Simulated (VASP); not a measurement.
# MoSe (P6_3/mmc) in VASP: a series of runs, part 2 of 2

VASP 6.6.1. The steps go on from the part before.

## (3) Single point, PBEsol+U

File INCAR:

```
PREC = Accurate
ENCUT = 520
EDIFF = 1E-6
ISMEAR = 0
SIGMA = 0.05
LREAL = False
LASPH = True
NELM = 150
ALGO = Normal
ISIF = 2
LWAVE = False
LCHARG = False
LMAXMIX = 4
LDAU = True
LDAUTYPE = 2
LDAUL = 2 -1
LDAUU = 4 0
LDAUJ = 0 0
LDAUPRINT = 1
GGA = PS
NBANDS = 28
```

File KPOINTS:

```
Automatic mesh
0
Gamma
  12 12 6
```

File POSCAR:

```
MoSe
1.0
    3.2284874235      0.0000000000      0.0000000000
   -1.6142437117      2.7959521245      0.0000000000
    0.0000000000      0.0000000000      7.1137260779
Mo Se
2 2
Direct
    0.0000000000      0.0000000000      0.0000000000
    0.0000000000      0.0000000000      0.5000000000
    0.3333333333      0.6666666667      0.2500000000
    0.6666666667      0.3333333333      0.7500000000
```

Potentials or basis: VASP PAW PBE potentials, release 64 (Mo_sv, Se).

Started as:

```bash
> cat potpaw_PBE.64/Mo_sv/POTCAR potpaw_PBE.64/Se/POTCAR > POTCAR
> mpirun -np 1 vasp_std > vasp.out
```

OUTCAR:

```text
PREC = Accurate
   ENCUT = 520
   EDIFF = 1E-6
   ISMEAR = 0
   LREAL = False
   LASPH = True
   NELM = 150
   ISIF = 2
   GGA = PS

 ion  position               nearest neighbor table
   1  0.000  0.000  0.000-   3 2.58   4 2.58   3 2.58   4 2.58   4 2.58   3 2.58
   2  0.000  0.000  0.500-   3 2.58   4 2.58   3 2.58   4 2.58   4 2.58   3 2.58
   3  0.333  0.667  0.250-   1 2.58   2 2.58   1 2.58   2 2.58   1 2.58   2 2.58
   4  0.667  0.333  0.750-   1 2.58   2 2.58   1 2.58   2 2.58   1 2.58   2 2.58

  LATTYP: Found a hexagonal cell.
 ALAT       =     3.2284874235
 C/A-ratio  =     2.2034238158

  Lattice vectors:

 A1 = (   3.2284874235,   0.0000000000,   0.0000000000)
 A2 = (  -1.6142437117,   2.7959521245,   0.0000000000)
 A3 = (   0.0000000000,   0.0000000000,   7.1137260779)

Analysis of symmetry for initial positions (statically):
=====================================================================
 Subroutine PRICEL returns:
 Original cell was already a primitive cell.

 Routine SETGRP: Setting up the symmetry group for a
 hexagonal supercell.

[... 240 lines left out ...]
  energy without entropy =      -21.81179172  energy(sigma->0) =      -21.81363646

 E-fermi :  11.0384     XC(G=0): -12.4987

 val. band max:       11.0247243108   @ k =   0.1667   0.0833   0.1667
 cond. band min:      11.0597421298   @ k =   0.3333   0.1667   0.5000
 fundamental gap:      0.0350178190
 Fermi energy:        11.0383784457

 k-point     1 :       0.0000    0.0000    0.0000
  band No.  band energies     occupation
      1     -50.6602      2.00000
      2     -50.6549      2.00000
      3     -25.0535      2.00000
      4     -24.9327      2.00000
      5     -24.6083      2.00000
      6     -24.6083      2.00000
[... 733 lines left out ...]
     27      16.0201      0.00000
     28      16.3265      0.00000

 [... further k-points ...]

------------------------ aborting loop because EDIFF is reached ----------------------------------------

  FORCE on cell =-STRESS in cart. coord.  units (eV):
  Direction    XX          YY          ZZ          XY          YZ          ZX
  --------------------------------------------------------------------------------------
  -------------------------------------------------------------------------------------
  Total        1.8926562      1.8926562      1.4830593      0.0000000     -0.0000000     -0.0000000
  in kB       47.2233027     47.2233027     37.0035276      0.0000000     -0.0000000     -0.0000000
  external PRESSURE =      43.8167110 kB  Pullay stress =       0.0000000 kB

 VOLUME and BASIS-vectors are now :
 -----------------------------------------------------------------------------
  energy-cutoff  :      520.00
  volume of cell :       64.21
      direct lattice vectors                 reciprocal lattice vectors
     3.228487423  0.000000000  0.000000000     0.309742573  0.178829958  0.000000000
    -1.614243712  2.795952124  0.000000000     0.000000000  0.357659915  0.000000000
     0.000000000  0.000000000  7.113726078     0.000000000  0.000000000  0.140573307

 POSITION                                       TOTAL-FORCE (eV/Angst)
 -----------------------------------------------------------------------------------
      0.00000      0.00000      0.00000         0.000000      0.000000     -0.000000
      0.00000      0.00000      3.55686         0.000000      0.000000     -0.000000
     -0.00000      1.86397      1.77843         0.000000     -0.000000      0.000000
      1.61424      0.93198      5.33529        -0.000000      0.000000     -0.000000
 -----------------------------------------------------------------------------------
    total drift:                               -0.000000      0.000000      0.000000

  FREE ENERGIE OF THE ION-ELECTRON SYSTEM (eV)
  ---------------------------------------------------
  free  energy   TOTEN  =       -21.8154811888 eV

  energy  without entropy=      -21.8117917226  energy(sigma->0) =      -21.81363646
```

OSZICAR:

```text
N       E                     dE             d eps       ncg     rms          rms(c)
DAV:   1     0.357483258989E+03    0.35748E+03   -0.22282E+04  4320   0.140E+03
DAV:   2    -0.923300369184E+01   -0.36672E+03   -0.35821E+03  4860   0.397E+02
DAV:   3    -0.229806865460E+02   -0.13748E+02   -0.13361E+02  5280   0.688E+01
DAV:   4    -0.231536715929E+02   -0.17299E+00   -0.17238E+00  4880   0.713E+00
DAV:   5    -0.231552334171E+02   -0.15618E-02   -0.15612E-02  4864   0.654E-01    0.235E+01
DAV:   6    -0.218082510926E+02    0.13470E+01   -0.63558E+00  4668   0.153E+01    0.735E+00
DAV:   7    -0.217816882585E+02    0.26563E-01   -0.32412E-01  4568   0.355E+00    0.416E+00
DAV:   8    -0.217990445376E+02   -0.17356E-01   -0.11936E-01  4720   0.141E+00    0.632E-01
DAV:   9    -0.218061265590E+02   -0.70820E-02   -0.10194E-02  5036   0.399E-01    0.383E-01
DAV:  10    -0.218135336894E+02   -0.74071E-02   -0.17660E-02  4784   0.466E-01    0.156E-01
DAV:  11    -0.218150446551E+02   -0.15110E-02   -0.39975E-03  4760   0.221E-01    0.698E-02
DAV:  12    -0.218154529510E+02   -0.40830E-03   -0.19330E-03  4804   0.137E-01    0.300E-02
DAV:  13    -0.218154764511E+02   -0.23500E-04   -0.87411E-05  4752   0.365E-02    0.131E-02
DAV:  14    -0.218154803066E+02   -0.38555E-05   -0.13712E-05  4256   0.139E-02    0.590E-03
DAV:  15    -0.218154811888E+02   -0.88218E-06   -0.25171E-06  2956   0.818E-03
   1 F= -.21815481E+02 E0= -.21813636E+02  d E =-.368947E-02
```

It took 60 s on 1 thread of Intel Xeon Platinum 8559C (Emerald Rapids), shared host; peak memory 0.25 GiB.

What came out:

```yaml
Free_energy: -21.8155 eV
Pressure: 4.4 GPa
Band_gap_on_the_k_mesh: zero (bands 20 and 21 overlap by 1.82 eV)
```

Eigenvalues of the final occupation matrices:
| site | spin | trace | eigenvalues |
| --- | --- | --- | --- |
| site 1 d | 1 | 2.04 | 0.32 0.32 0.39 0.50 0.50 |
| site 1 d | 2 | 2.04 | 0.32 0.32 0.39 0.50 0.50 |
| site 2 d | 1 | 2.04 | 0.32 0.32 0.39 0.50 0.50 |
| site 2 d | 2 | 2.04 | 0.32 0.32 0.39 0.50 0.50 |

Caveat: the cell stands under pressure; the PAW data sets were made with another functional, which shifts forces and pressure a little; U without spin polarisation on a metal has little footing.

The gap in the log of VASP goes by the Fermi energy; the results here count the filled bands.